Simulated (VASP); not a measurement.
CuI: phonons with r2SCAN

CuI:

```xyz
2
Lattice="0.0000 3.0116 3.0116 3.0116 0.0000 3.0116 3.0116 3.0116 0.0000" Properties=species:S:1:pos:R:3 pbc="T T T"
Cu    4.5174    4.5174    4.5174
I     0.0000    0.0000    0.0000
```

```yaml
Program: VASP 6.6.1
Task: phonons
Functional: r2SCAN
Potentials_or_basis: VASP PAW PBE potentials, release 64 (Cu, I)
Cutoff: 520 eV
k_mesh: 6 × 6 × 6
Occupations: gaussian, width 0.01 eV
Spin: no spin polarisation
Dipole_correction: no
Further_INCAR_settings: ALGO = Normal; EDIFF = 1e-08; NBANDS = 16; IBRION = 6; POTIM = 0.015; NSW = 1
```

| Quantity | Value |
| --- | --- |
| Highest phonon frequency at Γ, LO-TO splitting left out | 130 cm⁻¹ |

Phonon frequencies in cm⁻¹ (negative: imaginary):
```
              q point        frequencies
(0.000, 0.000, 0.000)  0 0 0 130 130 130
```

It took 5.1 min on 1 thread of Intel(R) Xeon(R) Platinum 8488C (Sapphire Rapids), with other jobs on the host, peak memory 0.23 GiB.
